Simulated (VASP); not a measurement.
# Se (Pm-3m) in VASP: notebook

The runs below take Se through single point, relaxation of cell and atoms, with PBE.

Program: VASP 6.6.1. These are calculated values, not measurements. Logs are shortened: lines on timing, memory, paths and dates and some standing lists are left out, and cuts for length are marked.

### 1 The cell of the first run

Symmetry: Pm-3m, No. 221, cubic system. Conventional cell: a = 4.895 Å, b = 4.895 Å, c = 4.895 Å, α = 90.00°, β = 90.00°, γ = 90.00°. Se (site symmetry 4/mmm) has 2 Se at 2.45 Å within 3.2 Å. Se (site symmetry m-3m) has 6 Se at 2.45 Å within 3.2 Å.

The cell was built from a structure type or drawn by symmetry, and may not be a known phase.

### 2 Single point, PBE

Contents of INCAR:

```
PREC = Accurate
ENCUT = 520
EDIFF = 1E-6
ISMEAR = 0
SIGMA = 0.1
LREAL = F
LASPH = T
NELM = 60
ALGO = Normal
ISIF = 2
LWAVE = F
LCHARG = F
GGA = PE
NBANDS = 20
```

Contents of KPOINTS:

```
Automatic mesh
0
Gamma
  4 4 4
```

Contents of POSCAR:

```
Se
1.0
    4.8948808000      0.0000000000      0.0000000000
    0.0000000000      4.8948808000      0.0000000000
    0.0000000000      0.0000000000      4.8948808000
Se
4
Direct
    0.0000000000      0.5000000000      0.5000000000
    0.5000000000      0.0000000000      0.5000000000
    0.5000000000      0.5000000000      0.0000000000
    0.5000000000      0.5000000000      0.5000000000
```

Potentials or basis: VASP PAW PBE potentials, release 64 (Se).

Launch:

```console
$ cat potpaw_PBE.64/Se/POTCAR > POTCAR
$ mpirun -np 1 vasp_std > vasp.out
```

OUTCAR:

```text
PREC = Accurate
   ENCUT = 520
   EDIFF = 1E-6
   ISMEAR = 0
   LREAL = F
   LASPH = T
   NELM = 60
   ISIF = 2
   GGA = PE

 ion  position               nearest neighbor table
   1  0.000  0.500  0.500-   4 2.45   4 2.45
   2  0.500  0.000  0.500-   4 2.45   4 2.45
   3  0.500  0.500  0.000-   4 2.45   4 2.45
   4  0.500  0.500  0.500-   1 2.45   2 2.45   3 2.45   3 2.45   2 2.45   1 2.45

  LATTYP: Found a simple cubic cell.
 ALAT       =     4.8948808000

  Lattice vectors:

 A1 = (   4.8948808000,   0.0000000000,   0.0000000000)
 A2 = (   0.0000000000,   4.8948808000,   0.0000000000)
 A3 = (   0.0000000000,   0.0000000000,   4.8948808000)

Analysis of symmetry for initial positions (statically):
=====================================================================
 Subroutine PRICEL returns:
 Original cell was already a primitive cell.

 Routine SETGRP: Setting up the symmetry group for a
 simple cubic supercell.

 Subroutine GETGRP returns: Found 48 space group operations
 (whereof 48 operations were pure point group operations)
 out of a pool of 48 trial point group operations.

The static configuration has the point symmetry O_h .

Analysis of symmetry for dynamics (positions and initial velocities):
=====================================================================
 Subroutine PRICEL returns:
 Original cell was already a primitive cell.

 Routine SETGRP: Setting up the symmetry group for a
 simple cubic supercell.

 Subroutine GETGRP returns: Found 48 space group operations
 (whereof 48 operations were pure point group operations)
 out of a pool of 48 trial point group operations.

The dynamic configuration has the point symmetry O_h .

 Subroutine INISYM returns: Found 48 space group operations
 (whereof 48 operations are pure point group operations),
 and found     1 'primitive' translations

----------------------------------------------------------------------------------------

                                     Primitive cell

  volume of cell :     117.2806

  direct lattice vectors                    reciprocal lattice vectors
     4.894880800  0.000000000  0.000000000     0.204295067  0.000000000  0.000000000
     0.000000000  4.894880800  0.000000000     0.000000000  0.204295067  0.000000000
     0.000000000  0.000000000  4.894880800     0.000000000  0.000000000  0.204295067

  length of vectors
     4.894880800  4.894880800  4.894880800     0.204295067  0.204295067  0.204295067

  position of ions in fractional coordinates (direct lattice)
     0.000000000  0.500000000  0.500000000
     0.500000000  0.000000000  0.500000000
     0.500000000  0.500000000  0.000000000
     0.500000000  0.500000000  0.500000000

  ion indices of the primitive-cell ions
   primitive index   ion index
                 1           1
                 2           2
                 3           3
                 4           4

----------------------------------------------------------------------------------------

 KPOINTS: Automatic mesh

Automatic generation of k-mesh.
 Grid dimensions read from file:
 generate k-points for:    4    4    4

 Generating k-lattice:

  Cartesian coordinates                     Fractional coordinates (reciprocal lattice)
     0.051073767  0.000000000  0.000000000     0.250000000  0.000000000  0.000000000
     0.000000000  0.051073767  0.000000000     0.000000000  0.250000000  0.000000000
     0.000000000  0.000000000  0.051073767     0.000000000  0.000000000  0.250000000

  Length of vectors
     0.051073767  0.051073767  0.051073767

  Shift w.r.t. Gamma in fractional coordinates (k-lattice)
     0.000000000  0.000000000  0.000000000

 Subroutine IBZKPT returns following result:
 ===========================================

 Found     10 irreducible k-points:

 Following reciprocal coordinates:
            Coordinates               Weight
  0.000000  0.000000  0.000000      1.000000
  0.250000  0.000000  0.000000      6.000000
  0.500000  0.000000  0.000000      3.000000
  0.250000  0.250000  0.000000     12.000000
[... 42 lines left out ...]
  ---------------------------------------------------
  ext. energy  EPLUGINS =         0.00000000
  ---------------------------------------------------
  free energy    TOTEN  =       -10.56634802 eV

  energy without entropy =      -10.53536667  energy(sigma->0) =      -10.55085735

 E-fermi :   1.6187     XC(G=0):  -8.2793

 val. band max:        1.5177873737   @ k =   0.5000   0.5000   0.0000
 cond. band min:       1.6667691431   @ k =   0.2500   0.2500   0.0000
 fundamental gap:      0.1489817694
 Fermi energy:         1.6187395360

 k-point     1 :       0.0000    0.0000    0.0000
  band No.  band energies     occupation
      1     -14.9578      2.00000
      2     -10.2270      2.00000
      3     -10.2270      2.00000
      4      -7.5769      2.00000
      5      -5.4520      2.00000
      6      -5.4520      2.00000
[... 12 lines left out ...]
     19       8.5492      0.00000
     20       8.5492      0.00000

 k-point     2 :       0.2500    0.0000    0.0000
  band No.  band energies     occupation
      1     -14.7828      2.00000
      2     -10.7988      2.00000
      3     -10.2156      2.00000
      4      -8.1875      2.00000
      5      -5.3654      2.00000
      6      -5.3654      2.00000
[... 12 lines left out ...]
     19       8.7819      0.00000
     20       8.7821      0.00000

 k-point     3 :       0.5000    0.0000    0.0000
  band No.  band energies     occupation
      1     -14.5672      2.00000
      2     -11.3898      2.00000
      3     -10.2041      2.00000
      4      -8.3825      2.00000
      5      -5.2719      2.00000
      6      -5.2719      2.00000
[... 12 lines left out ...]
     19       9.4332      0.00000
     20      10.2746      0.00000

 k-point     4 :       0.2500    0.2500    0.0000
  band No.  band energies     occupation
      1     -14.5959      2.00000
      2     -10.8774      2.00000
      3     -10.6220      2.00000
      4      -8.8052      2.00000
      5      -5.2778      2.00000
      6      -3.6303      2.00000
[... 107 lines left out ...]
 k-point     9 :       0.5000    0.5000    0.2500
  band No.  band energies     occupation
      1     -13.8299      2.00000
      2     -11.3226      2.00000
      3     -11.3226      2.00000
      4     -10.3438      2.00000
      5      -3.1343      2.00000
      6      -1.7232      2.00000
[... 12 lines left out ...]
     19      10.1843      0.00000
     20      11.4337      0.00000

 k-point    10 :       0.5000    0.5000    0.5000
  band No.  band energies     occupation
      1     -13.4430      2.00000
      2     -11.3003      2.00000
      3     -11.3003      2.00000
      4     -11.3003      2.00000
      5      -1.6747      2.00000
      6      -1.6747      2.00000
[... 12 lines left out ...]
     19      10.8694      0.00000
     20      10.8694      0.00000

------------------------ aborting loop because EDIFF is reached ----------------------------------------

  FORCE on cell =-STRESS in cart. coord.  units (eV):
  Direction    XX          YY          ZZ          XY          YZ          ZX
  --------------------------------------------------------------------------------------
  -------------------------------------------------------------------------------------
  Total        5.9306402      5.9306402      5.9306402      0.0000000      0.0000000     -0.0000000
  in kB       81.0187979     81.0187979     81.0187979      0.0000000      0.0000000     -0.0000000
  external PRESSURE =      81.0187979 kB  Pullay stress =       0.0000000 kB

 VOLUME and BASIS-vectors are now :
 -----------------------------------------------------------------------------
  energy-cutoff  :      520.00
  volume of cell :      117.28
      direct lattice vectors                 reciprocal lattice vectors
     4.894880800  0.000000000  0.000000000     0.204295067  0.000000000  0.000000000
     0.000000000  4.894880800  0.000000000     0.000000000  0.204295067  0.000000000
     0.000000000  0.000000000  4.894880800     0.000000000  0.000000000  0.204295067

 POSITION                                       TOTAL-FORCE (eV/Angst)
 -----------------------------------------------------------------------------------
      0.00000      2.44744      2.44744         0.000000      0.000000      0.000000
      2.44744      0.00000      2.44744         0.000000      0.000000      0.000000
      2.44744      2.44744      0.00000         0.000000      0.000000      0.000000
      2.44744      2.44744      2.44744         0.000000      0.000000      0.000000
 -----------------------------------------------------------------------------------
    total drift:                                0.000000      0.000000      0.000000

  FREE ENERGIE OF THE ION-ELECTRON SYSTEM (eV)
  ---------------------------------------------------
  free  energy   TOTEN  =       -10.5663480233 eV

  energy  without entropy=      -10.5353666667  energy(sigma->0) =      -10.55085735
```

Run time: 33 s. Hardware: 1 thread of Intel Xeon 8259CL, shared host; peak memory 0.2 GiB.

Results:

| Quantity | Value |
| --- | --- |
| Free energy | -10.5663 eV |
| Pressure | 8.1 GPa |
| Band gap on the k mesh | zero (bands 12 and 13 overlap by 0.84 eV) |

Caveat: the cell stands under pressure.

### 3 Single point, PBE

This run uses another cell than the first one, of 34.39 Å³/atom.

Contents of INCAR:

```
PREC = Accurate
ENCUT = 520
EDIFF = 1E-6
ISMEAR = 0
SIGMA = 0.1
LREAL = False
LASPH = True
NELM = 60
ALGO = Normal
ISIF = 2
LWAVE = False
LCHARG = False
GGA = PE
NBANDS = 20
```

KPOINTS is that of step 2.

Contents of POSCAR:

```
Se
1.0
    5.1621222971      0.0000000000      0.0000000000
    0.0000000000      5.1621222971      0.0000000000
    0.0000000000      0.0000000000      5.1621222971
Se
4
Direct
    0.0000000000      0.5000000000      0.5000000000
    0.5000000000      0.0000000000      0.5000000000
    0.5000000000      0.5000000000      0.0000000000
    0.5000000000      0.5000000000      0.5000000000
```

Potentials or basis: VASP PAW PBE potentials, release 64 (Se).

Launch:

```console
$ cat potpaw_PBE.64/Se/POTCAR > POTCAR
$ mpirun -np 1 vasp_std > vasp.out
```

Wall time 44 s (1 thread of Intel Xeon 8259CL, shared host); peak memory 0.23 GiB.

Results (log left out):

* Free energy: -11.0123 eV
* Pressure: 0.2 GPa
* Band gap on the k mesh: zero (bands 12 and 13 overlap by 0.47 eV)

Levels at points of the mesh, in eV from the Fermi level:
```tsv
k point	band 8	band 9	band 10	band 11	band 12	band 13	band 14	band 15	band 16	band 17
(0.00, 0.00, 0.00)	-0.40	-0.40	-0.40	-0.37	-0.37	-0.37	4.91	5.65	5.65	5.65
(0.50, 0.00, 0.00)	-1.11	-1.11	-0.71	-0.56	-0.36	-0.36	0.18	5.62	5.62	6.18
(0.50, 0.50, 0.00)	-1.91	-1.07	-1.07	-1.05	-0.04	-0.04	0.00	0.73	5.57	7.32
(0.50, 0.50, 0.50)	-1.15	-1.15	-1.15	-1.03	-1.03	0.58	0.74	0.74	0.74	5.29
```

### 4 Relaxation of cell and atoms, PBE

Contents of INCAR:

```
SYSTEM = Se
ALGO = Normal ; EDIFF = 1E-6
EDIFFG = -0.04 ; ENCUT = 600
GGA = PE ; IBRION = 2
ISIF = 3 ; ISMEAR = 0
LASPH = .True. ; LCHARG = .False.
LREAL = .False. ; LWAVE = .False.
NELM = 80 ; NSW = 90
PREC = Accurate ; SIGMA = 0.1
```

Contents of KPOINTS:

```
k-points
0
Gamma
  4 4 4
  0 0 0
```

Contents of POSCAR:

```
Se
1.0
    4.8948808000      0.0000000000      0.0000000000
    0.0000000000      4.8948808000      0.0000000000
    0.0000000000      0.0000000000      4.8948808000
Se
4
Direct
    0.0000000000      0.5000000000      0.5000000000
    0.5000000000      0.0000000000      0.5000000000
    0.5000000000      0.5000000000      0.0000000000
    0.5000000000      0.5000000000      0.5000000000
```

Launch:

```console
$ cat potpaw_PBE.64/Se/POTCAR > POTCAR
$ mpirun -np 1 vasp_std > vasp.out
```

It took 91 s on 1 thread of Intel Xeon 8259CL, shared host; peak memory 0.24 GiB.

Results (log left out):

| Quantity | Value |
| --- | --- |
| Free energy | -11.0126 eV |
| Relaxed volume | 34.53 Å³/atom |
| Relaxed cell | a = 5.169 Å, b = 5.169 Å, c = 5.169 Å, α = 90.00°, β = 90.00°, γ = 90.00° |
| Space group after relaxing (to 0.1 Å) | Pm-3m (No. 221) |
| Energy gained by relaxing | 111.5 meV/atom |
| Ionic steps | 3 |
| Pressure after relaxing | 0.1 GPa |
| Band gap on the k mesh | zero (bands 12 and 13 overlap by 0.46 eV) |

Step by step:
| step | energy change (eV) | largest force (eV/Å) | pressure (GPa) | volume (Å³) |
| --- | --- | --- | --- | --- |
| 1 | 0.0000 | 0.0000 | 8.10 | 117.28 |
| 2 | -0.4252 | 0.0000 | -1.15 | 144.28 |
| 3 | -0.4460 | 0.0000 | 0.12 | 138.11 |

Final structure:
```yaml
crystal:
  lattice:
    - [5.16901, 0.00000, 0.00000]
    - [0.00000, 5.16901, 0.00000]
    - [0.00000, 0.00000, 5.16901]
  atoms:
    - { symbol: Se, position: [0.00000, 0.50000, 0.50000] }
    - { symbol: Se, position: [0.50000, 0.00000, 0.50000] }
    - { symbol: Se, position: [0.50000, 0.50000, 0.00000] }
    - { symbol: Se, position: [0.50000, 0.50000, 0.50000] }
```

Levels at points of the mesh, in eV from the Fermi level:
```
           k point  band 9  band 10  band 11  band 12  band 13  band 14  band 15  band 16
(0.00, 0.00, 0.00)   -0.40    -0.40    -0.37    -0.37    -0.37     4.92     5.94     5.94
(0.50, 0.00, 0.00)   -1.10    -0.70    -0.55    -0.35    -0.35     0.18     5.59     5.59
(0.50, 0.50, 0.00)   -1.06    -1.06    -1.04    -0.04    -0.04    -0.01     0.73     5.54
(0.50, 0.50, 0.50)   -1.15    -1.15    -1.02    -1.02     0.56     0.74     0.74     0.74
```

Caveat: the volume moved by over 15 % at a fixed basis, so the end points are rough.

### 5 Single point, PBE

This run uses another cell than the first one, of 33.90 Å³/atom.

Contents of INCAR:

```
PREC     = Accurate       # precision mode
ENCUT    = 520            # plane-wave cutoff, eV
EDIFF    = 1E-6           # SCF threshold, eV
ISMEAR   = 0              # smearing method
SIGMA    = 0.1            # smearing width, eV
LREAL    = F              # projectors in reciprocal space
LASPH    = T              # aspherical terms in the spheres
NELM     = 100            # most SCF steps
ALGO     = Normal         # electronic algorithm
ISIF     = 2              # what is computed and relaxed
LWAVE    = F              # write WAVECAR
LCHARG   = F              # write CHGCAR
GGA      = PE             # functional
NBANDS   = 20             # bands
```

Contents of KPOINTS:

```
Automatic mesh
0
Gamma
  10 10 10
```

Contents of POSCAR:

```
Se
1.0
    5.1373800813      0.0000000000      0.0000000000
    0.0000000000      5.1373800813      0.0000000000
    0.0000000000      0.0000000000      5.1373800813
Se
4
Direct
    0.0000000000      0.5000000000      0.5000000000
    0.5000000000      0.0000000000      0.5000000000
    0.5000000000      0.5000000000      0.0000000000
    0.5000000000      0.5000000000      0.5000000000
```

Launch:

```console
$ cat potpaw_PBE.64/Se/POTCAR > POTCAR
$ mpirun -np 1 vasp_std > vasp.out
```

Wall time 3 min (1 thread of Intel Xeon 8259CL, shared host); peak memory 0.29 GiB.

Results (log left out):

```
Free energy            : -11.0114 eV
Pressure               : 0.1 GPa
Band gap on the k mesh : zero (bands 12 and 13 overlap by 0.70 eV)
```

Levels at points of the mesh, in eV from the Fermi level:
```
           k point  band 9  band 10  band 11  band 12  band 13  band 14  band 15  band 16
(0.00, 0.00, 0.00)   -0.35    -0.35    -0.35    -0.35    -0.35     5.00     5.55     5.55
(0.50, 0.00, 0.00)   -1.10    -0.68    -0.66    -0.32    -0.32     0.04     5.53     5.53
(0.50, 0.50, 0.00)   -1.19    -1.06    -1.06    -0.14    -0.14    -0.10     0.81     5.48
(0.50, 0.50, 0.50)   -1.43    -1.43    -1.17    -1.17     0.50     0.83     0.83     0.83
```

### 6 Relaxation of cell and atoms, PBE

This run uses another cell than the first one, of 34.39 Å³/atom.

Contents of INCAR:

```
PREC = Accurate
ENCUT = 600
EDIFF = 1E-6
ISMEAR = 0
SIGMA = 0.1
LREAL = False
LASPH = True
NELM = 100
ALGO = Normal
ISIF = 3
LWAVE = False
LCHARG = False
GGA = PE
IBRION = 2
NSW = 100
EDIFFG = -0.01
```

Contents of KPOINTS:

```
regular mesh
0
Gamma
  10 10 10
```

Contents of POSCAR:

```
Se
1.0
    5.1621222971      0.0000000000      0.0000000000
    0.0000000000      5.1621222971      0.0000000000
    0.0000000000      0.0000000000      5.1621222971
Se
4
Direct
    0.0000000000      0.5000000000      0.5000000000
    0.5000000000      0.0000000000      0.5000000000
    0.5000000000      0.5000000000      0.0000000000
    0.5000000000      0.5000000000      0.5000000000
```

Potentials or basis: VASP PAW PBE potentials, release 64 (Se).

Launch:

```console
$ cat potpaw_PBE.64/Se/POTCAR > POTCAR
$ mpirun -np 1 vasp_std > vasp.out
```

It took 5 min on 1 thread of Intel Xeon 8259CL, shared host; peak memory 0.34 GiB.

The run converged. Its results:

```
Free energy                           : -11.0116 eV
Relaxed volume                        : 33.93 Å³/atom
Relaxed cell                          : a = 5.139 Å, b = 5.139 Å, c = 5.139 Å, α = 90.00°, β = 90.00°, γ = 90.00°
Space group after relaxing (to 0.1 Å) : Pm-3m (No. 221)
Energy gained by relaxing             : 0.6 meV/atom
Ionic steps                           : 2
Pressure after relaxing               : 0.0 GPa
Band gap on the k mesh                : zero (bands 12 and 13 overlap by 0.70 eV)
```

The path:
```csv
step,energy change (eV),largest force (eV/Å),pressure (GPa),volume (Å³)
1,0.0000,0.0000,-0.43,137.56
2,-0.0024,0.0000,0.03,135.72
```

Final structure:
```
Se
1.0
     5.13903    0.00000    0.00000
     0.00000    5.13903    0.00000
     0.00000    0.00000    5.13903
Se
4
Direct
  0.00000 0.50000 0.50000
  0.50000 0.00000 0.50000
  0.50000 0.50000 0.00000
  0.50000 0.50000 0.50000
```

Levels at points of the mesh, in eV from the Fermi level:
```csv
k point,band 8,band 9,band 10,band 11,band 12,band 13,band 14,band 15,band 16
"(0.00, 0.00, 0.00)",-0.35,-0.35,-0.35,-0.35,-0.35,-0.35,5.00,5.55,5.55
"(0.50, 0.00, 0.00)",-1.10,-1.10,-0.68,-0.66,-0.32,-0.32,0.04,5.52,5.52
"(0.50, 0.50, 0.00)",-2.05,-1.19,-1.06,-1.06,-0.14,-0.14,-0.10,0.81,5.47
"(0.50, 0.50, 0.50)",-1.43,-1.43,-1.43,-1.17,-1.17,0.50,0.83,0.83,0.83
```

### 7 Summary

```tsv
task	cell	k mesh	cutoff (eV)	gap on the mesh (eV)	pressure (GPa)	relaxed volume (Å³/atom)
single point	a = 4.895 Å, 4 atoms	4 × 4 × 4	520	none	8.1	-
single point	a = 5.162 Å, 4 atoms	4 × 4 × 4	520	none	0.2	-
relaxation of cell and atoms	relaxed from a = 4.895 Å, 4 atoms	4 × 4 × 4	600	none	0.1	34.53
single point	a = 5.137 Å, 4 atoms	10 × 10 × 10	520	none	0.1	-
relaxation of cell and atoms	relaxed from a = 5.162 Å, 4 atoms	10 × 10 × 10	600	none	0.0	33.93
```

Alike in all rows: level PBE; potentials or basis VASP PAW PBE potentials, release 64 (Se); no spin polarisation; smearing gaussian 0.1 eV.

Caveats: the cell stands under pressure (at least some runs); the volume moved by over 15 % at a fixed basis, so the end points are rough (at least some runs).

Total energies depend on the potentials used, so only differences within one code and one set of settings carry meaning.
